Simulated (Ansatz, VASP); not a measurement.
Cu in VASP and in Ansatz

Contents of INCAR:

```
ALGO = Normal
EDIFF = 1E-6
ENCUT = 520
GGA = PE
ISIF = 2
ISMEAR = -1
LASPH = T
LCHARG = F
LREAL = F
LWAVE = F
NBANDS = 12
NELM = 80
PREC = Accurate
SIGMA = 0.1
```

The input KPOINTS:

```
k-points
0
Gamma
  14 14 14
```

Contents of POSCAR:

```
Cu
1.0
    0.0000000000      1.8075000000      1.8075000000
    1.8075000000      0.0000000000      1.8075000000
    1.8075000000      1.8075000000      0.0000000000
Cu
1
Direct
    0.0000000000      0.0000000000      0.0000000000
```

Input for Ansatz:

```yaml
crystal:
  lattice:
    - [0.0, 1.8075, 1.8075]
    - [1.8075, 0.0, 1.8075]
    - [1.8075, 1.8075, 0.0]
  atoms:
    - { symbol: Cu, position: [0.0, 0.0, 0.0] }
basis:
  ecutwfc: 450.0
kpoints:
  mp_grid:
    grid: [14, 14, 14]
hamiltonian:
  xc: pbe
scf:
  occupations:
    method: fermi_dirac
    width: 0.1
output:
  stress: true
```

Alike in both runs: task single point; functional PBE; k mesh 14 × 14 × 14; occupations fermi-dirac, width 0.1 eV; no spin polarisation.

```csv
,VASP,Ansatz
version,VASP 6.6.1,Ansatz 0.2.0
potentials or method,"VASP PAW PBE potentials, release 64 (Cu), cutoff 520 eV","plane waves, PAW"
valence electrons in the cell,11,19
```

|  | VASP | Ansatz | Ansatz less VASP |
| --- | --- | --- | --- |
| pressure (GPa) | 2.4 | 1.8 | -0.55 |

VASP's potentials hold 11 valence electrons a cell and Ansatz's 19, so a difference there can come from the potentials and not from the codes.
